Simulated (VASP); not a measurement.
Input of a VASP 6.6.1 run:

Contents of POSCAR:

```
CdF2
1.0
    2.6940000000      2.6940000000      0.0000000000
   -2.6940000000      2.6940000000      0.0000000000
    0.0000000000      2.6940000000      2.6940000000
Cd F
1 2
Direct
    0.0000000000      0.0000000000      0.0000000000
    0.2500000000      0.7500000000      0.5000000000
    0.7500000000      0.2500000000      0.5000000000
```

Contents of INCAR.step1:

```
PREC = Accurate
ENCUT = 520
ISMEAR = 0
SIGMA = 0.01
LREAL = False
LASPH = True
NELM = 60
NBANDS = 20
GGA = PE
ALGO = Normal
EDIFF = 1E-4
LWAVE = True
LCHARG = False
```

File INCAR.step2:

```
PREC = Accurate
ENCUT = 520
EDIFF = 1E-7
ISMEAR = 0
SIGMA = 0.01
LREAL = False
LASPH = True
NELM = 60
ALGO = Normal
ISIF = 2
LWAVE = False
LCHARG = True
METAGGA = R2SCAN
LMIXTAU = True
LELF = True
LVHAR = True
NBANDS = 20
ISTART = 1
```

Contents of KPOINTS:

```
regular mesh
0
Gamma
  8 8 8
```

Potentials or basis: VASP PAW PBE potentials, release 64 (Cd, F).

Command:

```console
$ cat potpaw_PBE.64/Cd/POTCAR potpaw_PBE.64/F/POTCAR > POTCAR
$ cp INCAR.step1 INCAR
$ mpirun -np 1 vasp_std > vasp.out
$ cp INCAR.step2 INCAR
$ mpirun -np 1 vasp_std > vasp.out
```

Question: What does it give for the pressure?

Answer: 1.0 GPa.

Question: Estimate the band gap on the k mesh.

Answer: 3.75 eV, indirect (least direct gap 4.25 eV).

Caveat: the PAW data sets were made with another functional, which shifts forces and pressure a little. r2SCAN opens gaps a little over a GGA but as a rule still falls short of measured ones.
